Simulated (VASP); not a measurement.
# TaN (R-3m) in VASP: a series of runs

TaN is run at these levels: PBEsol; tasks: single point.

Everything below comes from runs of VASP 6.6.1. Logs are shortened: lines on timing, memory, paths and dates and some standing lists are left out, and cuts for length are marked.

### 1 The cell of the first run

The structure is trigonal, space group R-3m (No. 166). The conventional cell has a = 3.253 Å, b = 3.253 Å, c = 6.773 Å, α = 90.00°, β = 90.00°, γ = 120.00°. Ta (site symmetry -3m) has 6 N at 2.19 Å within 2.9 Å. N (site symmetry -3m) has 6 Ta at 2.19 Å within 2.9 Å.

### 2 Single point, PBEsol

The input, INCAR:

```
SYSTEM = TaN
PREC = Accurate
ENCUT = 520
EDIFF = 1E-6
ISMEAR = 0
SIGMA = 0.15
LREAL = .False.
LASPH = .True.
NELM = 80
ALGO = Normal
ISIF = 2
LWAVE = .False.
LCHARG = .False.
GGA = PS
NBANDS = 15
```

The input, KPOINTS:

```
regular mesh
0
Gamma
  20 20 20
  0 0 0
```

The input, POSCAR:

```
TaN
1.0
   -0.2300298811      2.0702689302      2.0702689302
    2.0702689302     -0.2300298811      2.0702689302
    2.0702689302      2.0702689302     -0.2300298811
Ta N
1 1
Direct
    0.5000000000      0.5000000000      0.5000000000
    0.0000000000      0.0000000000      0.0000000000
```

Potentials or basis: VASP PAW PBE potentials, release 64 (Ta_pv, N).

The run is started by

```
$ cat potpaw_PBE.64/Ta_pv/POTCAR potpaw_PBE.64/N/POTCAR > POTCAR
$ mpirun -np 1 vasp_std > vasp.out
```

OUTCAR:

```text
SYSTEM = TaN
   PREC = Accurate
   ENCUT = 520
   EDIFF = 1E-6
   ISMEAR = 0
   LREAL = .False.
   LASPH = .True.
   NELM = 80
   ISIF = 2
   GGA = PS

 ion  position               nearest neighbor table
   1  0.500  0.500  0.500-   2 2.19   2 2.19   2 2.19   2 2.19   2 2.19   2 2.19
   2  0.000  0.000  0.000-   1 2.19   1 2.19   1 2.19   1 2.19   1 2.19   1 2.19

  LATTYP: Found a trigonal (rhomboedric) cell.
 ALAT       =     2.9368249238
 COS(alpha) =     0.3865030675

  Lattice vectors:

 A1 = (  -0.2300298811,   2.0702689302,   2.0702689302)
 A2 = (   2.0702689302,  -0.2300298811,   2.0702689302)
 A3 = (   2.0702689302,   2.0702689302,  -0.2300298811)

Analysis of symmetry for initial positions (statically):
=====================================================================
 Subroutine PRICEL returns:
 Original cell was already a primitive cell.

 Routine SETGRP: Setting up the symmetry group for a
 trigonal (rhombohedral) supercell.

 Subroutine GETGRP returns: Found 12 space group operations
 (whereof 12 operations were pure point group operations)
 out of a pool of 12 trial point group operations.

The static configuration has the point symmetry D_3d.

Analysis of symmetry for dynamics (positions and initial velocities):
=====================================================================
 Subroutine PRICEL returns:
 Original cell was already a primitive cell.

 Routine SETGRP: Setting up the symmetry group for a
 trigonal (rhombohedral) supercell.

 Subroutine GETGRP returns: Found 12 space group operations
 (whereof 12 operations were pure point group operations)
 out of a pool of 12 trial point group operations.

The dynamic configuration has the point symmetry D_3d.

 Subroutine INISYM returns: Found 12 space group operations
 (whereof 12 operations are pure point group operations),
 and found     1 'primitive' translations

----------------------------------------------------------------------------------------

                                     Primitive cell

  volume of cell :      20.6920

  direct lattice vectors                    reciprocal lattice vectors
    -0.230029881  2.070268930  2.070268930    -0.204577002  0.230149128  0.230149128
     2.070268930 -0.230029881  2.070268930     0.230149128 -0.204577002  0.230149128
     2.070268930  2.070268930 -0.230029881     0.230149128  0.230149128 -0.204577002

  length of vectors
     2.936824924  2.936824924  2.936824924     0.384433339  0.384433339  0.384433339

  position of ions in fractional coordinates (direct lattice)
     0.500000000  0.500000000  0.500000000
     0.000000000  0.000000000  0.000000000

[... 90 lines left out ...]
   EFERMI =   0.00;   METHOD = LEGACY
   ISMEAR =     0;   SIGMA  =   0.15  broadening in eV -4-tet -1-fermi 0-gaus
   EFERMI_NEDOS =   21; number of points for ismear=-14 and -15
   IALGO  =     38    algorithm
   IMIX   =      4    mixing-type and parameters
     AMIX     =   0.40;   BMIX     =  1.00
     AMIX_MAG =   1.60;   BMIX_MAG =  1.00
  volume/ion in A,a.u.               =      10.35        69.82
  Fermi-wavevector in a.u.,A,eV,Ry     =   1.502615  2.839530 30.719922  2.257851
  Thomas-Fermi vector in A             =   2.613832
   LORBIT       =      0    0 simple, 1 ext, 2 COOP (PROOUT), +10 PAW based schemes
   GGA     = PS    functional components
   LHFCALC =     F    Hartree Fock is set to
   AEXX    =    0.0000 exact exchange contribution
   IVDW    =     0    specifies the selected vdW correction
   LEPSILON=     F    determine dielectric tensor
   LRPA    =     F    only Hartree local field effects (RPA)
 non-spin polarized calculation
 Gauss-broadening in eV      SIGMA  =   0.15
  energy-cutoff  :      520.00
  volume of cell :       20.69
 maximum number of plane-waves:       572
 NGX is ok and might be reduce to    24
   NGX = 11   NGY = 11   NGZ = 11

 number of electron      15.9999998 magnetization

 Free energy of the ion-electron system (eV)
  ---------------------------------------------------
  ext. energy  EPLUGINS =         0.00000000
  ---------------------------------------------------
  free energy    TOTEN  =       -23.01989138 eV

  energy without entropy =      -23.01067068  energy(sigma->0) =      -23.01528103

 E-fermi :   9.4646     XC(G=0): -13.7442

 val. band max:        9.4644577606   @ k =  -0.2000   0.1500  -0.0000
 cond. band min:       9.4679685816   @ k =  -0.4500   0.3000   0.2500
 fundamental gap:      0.0035108210
 Fermi energy:         9.4645894649

 k-point     1 :       0.0000    0.0000    0.0000
  band No.  band energies     occupation
      1     -26.0752      2.00000
      2     -26.0752      2.00000
      3     -25.8150      2.00000
      4      -9.2912      2.00000
      5       5.7207      2.00000
      6       5.7207      2.00000
      7       6.4230      2.00000
      8       6.4230      2.00000
      9       6.4793      2.00000
     10       8.7396      2.00000
     11      10.0852      0.00000
     12      10.0852      0.00000
     13      12.4236      0.00000
     14      19.5609      0.00000
[... 401 lines left out ...]
      2     -26.0927      2.00000
      3     -25.9416      2.00000
      4      -6.8633      2.00000
      5       0.0603      2.00000
      6       2.1915      2.00000
      7       3.5019      2.00000
      8       9.3188      1.83076
      9      10.0557      0.00000
     10      11.3133      0.00000
     11      15.1401      0.00000
     12      15.7053      0.00000
     13      16.2399      0.00000
     14      20.9844      0.00000
     15      22.0875      0.00000

 [... further k-points ...]

------------------------ aborting loop because EDIFF is reached ----------------------------------------

  FORCE on cell =-STRESS in cart. coord.  units (eV):
  Direction    XX          YY          ZZ          XY          YZ          ZX
  --------------------------------------------------------------------------------------
  -------------------------------------------------------------------------------------
  Total        0.7980404      0.7980404      0.7980404      1.2752686      1.2752686      1.2752686
  in kB       61.7922196     61.7922196     61.7922196     98.7439655     98.7439655     98.7439655
  external PRESSURE =      61.7922196 kB  Pullay stress =       0.0000000 kB

 VOLUME and BASIS-vectors are now :
 -----------------------------------------------------------------------------
  energy-cutoff  :      520.00
  volume of cell :       20.69
      direct lattice vectors                 reciprocal lattice vectors
    -0.230029881  2.070268930  2.070268930    -0.204577002  0.230149128  0.230149128
     2.070268930 -0.230029881  2.070268930     0.230149128 -0.204577002  0.230149128
     2.070268930  2.070268930 -0.230029881     0.230149128  0.230149128 -0.204577002

 POSITION                                       TOTAL-FORCE (eV/Angst)
 -----------------------------------------------------------------------------------
      1.95525      1.95525      1.95525        -0.000000      0.000000      0.000000
      0.00000      0.00000      0.00000         0.000000     -0.000000     -0.000000
 -----------------------------------------------------------------------------------
    total drift:                                0.000000     -0.000000     -0.000000

  FREE ENERGIE OF THE ION-ELECTRON SYSTEM (eV)
  ---------------------------------------------------
  free  energy   TOTEN  =       -23.0198913786 eV

  energy  without entropy=      -23.0106706757  energy(sigma->0) =      -23.01528103
```

OSZICAR:

```text
N       E                     dE             d eps       ncg     rms          rms(c)
DAV:   1     0.888402801640E+02    0.88840E+02   -0.87794E+03 23484   0.113E+03
DAV:   2    -0.231011514931E+02   -0.11194E+03   -0.10538E+03 29275   0.304E+02
DAV:   3    -0.257864952646E+02   -0.26853E+01   -0.26712E+01 25978   0.443E+01
DAV:   4    -0.257964897421E+02   -0.99945E-02   -0.99912E-02 30565   0.287E+00
DAV:   5    -0.257965526786E+02   -0.62936E-04   -0.62935E-04 26391   0.202E-01    0.253E+01
DAV:   6    -0.231031917215E+02    0.26934E+01   -0.48775E+00 28997   0.251E+01    0.107E+01
DAV:   7    -0.230580956854E+02    0.45096E-01   -0.67001E-01 27826   0.598E+00    0.719E+00
DAV:   8    -0.230284642651E+02    0.29631E-01   -0.16467E-01 28603   0.320E+00    0.163E+00
DAV:   9    -0.230200720494E+02    0.83922E-02   -0.22955E-02 26202   0.120E+00    0.266E-01
DAV:  10    -0.230200172984E+02    0.54751E-04   -0.16091E-03 27505   0.465E-01    0.871E-02
DAV:  11    -0.230198931290E+02    0.12417E-03   -0.24842E-04 27058   0.167E-01    0.237E-02
DAV:  12    -0.230198919790E+02    0.11499E-05   -0.19400E-05 26461   0.406E-02    0.878E-03
DAV:  13    -0.230198913786E+02    0.60042E-06   -0.16043E-06 24214   0.945E-03
   1 F= -.23019891E+02 E0= -.23015281E+02  d E =-.922070E-02
```

Wall time 59 s (1 thread of Intel Xeon 6975P-C (Granite Rapids), shared host); peak memory 0.35 GiB.

What came out:

```yaml
Free_energy: -23.0199 eV
Pressure: 6.2 GPa
Band_gap_on_the_k_mesh: zero (band 8 reaches 12.29 eV, above the bottom of band 9 at 6.48 eV)
```

Levels at points of the mesh, in eV from the Fermi level:
```
           k point  band 4  band 5  band 6  band 7  band 8  band 9  band 10  band 11  band 12  band 13
(0.00, 0.00, 0.00)  -18.76   -3.74   -3.74   -3.04   -3.04   -2.99    -0.72     0.62     0.62     2.96
(0.50, 0.00, 0.00)  -15.62  -10.40   -7.78   -6.16    0.48    0.72     4.50     4.57     7.23     7.93
(0.50, 0.50, 0.00)  -17.36   -6.49   -5.45   -4.86   -3.82    1.97     2.87     4.51     4.72     8.27
(0.50, 0.50, 0.50)  -15.16  -10.20   -8.40   -8.40    2.83    3.37     3.37     3.83     8.62     8.62
```

Caveat: the PAW data sets were made with another functional, which shifts forces and pressure a little; spin-orbit coupling is left out, which moves the levels of the heavy elements.

(Part 1 of 2 ends here.)
